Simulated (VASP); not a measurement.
A run of VASP 6.6.1:

The input INCAR:

```
SYSTEM = Si
  ALGO = Normal
  EDIFF = 1E-6
  ENCUT = 520
  GGA = PE
  ISIF = 2
  ISMEAR = 0
  LASPH = .TRUE.
  LCHARG = .FALSE.
  LREAL = .FALSE.
  LWAVE = .FALSE.
  NBANDS = 11
  NELM = 60
  PREC = Accurate
  SIGMA = 0.05
```

File KPOINTS:

```
k-points
0
G
  8 8 8
  0 0 0
```

The input POSCAR:

```
Si
1.0
    0.0000000000      3.1314389932      2.5434395316
    2.5297651255      0.0000000000      2.5434395316
    2.5297651255      3.1314389932      0.0000000000
Si
2
Direct
    0.5000000000      0.5000000000      0.5000000000
    0.7500000000      0.7500000000      0.7500000000
```

Potentials or basis: VASP PAW PBE potentials, release 64 (Si).

The run is started by

```sh
$ cat potpaw_PBE.64/Si/POTCAR > POTCAR
$ mpirun -np 1 vasp_std > vasp.out
```

Hardware: 1 thread of AMD EPYC 9R45 96-Core Processor (Zen 5), on a shared host.

How long does it take, and how much memory?

Run time: 20 s on 1 thread of AMD EPYC 9R45 96-Core Processor (Zen 5), with other jobs on the host, peak memory 0.14 GiB. Counts: scf iterations 11, k points 95.
